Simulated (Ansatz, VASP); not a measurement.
ZnSe in VASP and in Ansatz

```xyz
2
Lattice="0.0000 2.6732 2.8405 2.8405 0.0000 2.8405 2.8405 2.6732 0.0000" Properties=species:S:1:pos:R:3 pbc="T T T"
Zn    0.0000    0.0000    0.0000
Se    4.2608    4.0098    4.2608
```

Alike in both runs: task single point; functional LDA; k mesh 10 × 10 × 10; occupations gaussian, width 0.05 eV; no spin polarisation.

```csv
,VASP,Ansatz
version,VASP 6.6.1,Ansatz 0.2.0
potentials or method,"VASP PAW LDA potentials, release 64 (Zn, Se), cutoff 520 eV","scalar-relativistic, plane waves, PAW"
valence electrons in the cell,18,28
```

Ansatz gave:

| Quantity | Value |
| --- | --- |
| gap on the k mesh at the Fermi level (eV) | 1.10 |
| least direct gap on the mesh (eV) | 1.10 |
| pressure (GPa) | -0.1 |
| traceless stress, the component that is largest in VASP (GPa) | 1.38 |

Q: Estimate VASP's values.

A: gap on the k mesh at the Fermi level (eV): 1.14; least direct gap on the mesh (eV): 1.14; pressure (GPa): 0.3; traceless stress, the component that is largest in VASP (GPa): 1.37.

Ansatz warns that its potentials were made for another functional, while VASP's fit it. LDA's correlation is that of Perdew and Zunger in VASP and of Perdew and Wang (1992) in Ansatz. VASP's potentials hold 18 valence electrons a cell and Ansatz's 28, so a difference there can come from the potentials and not from the codes.
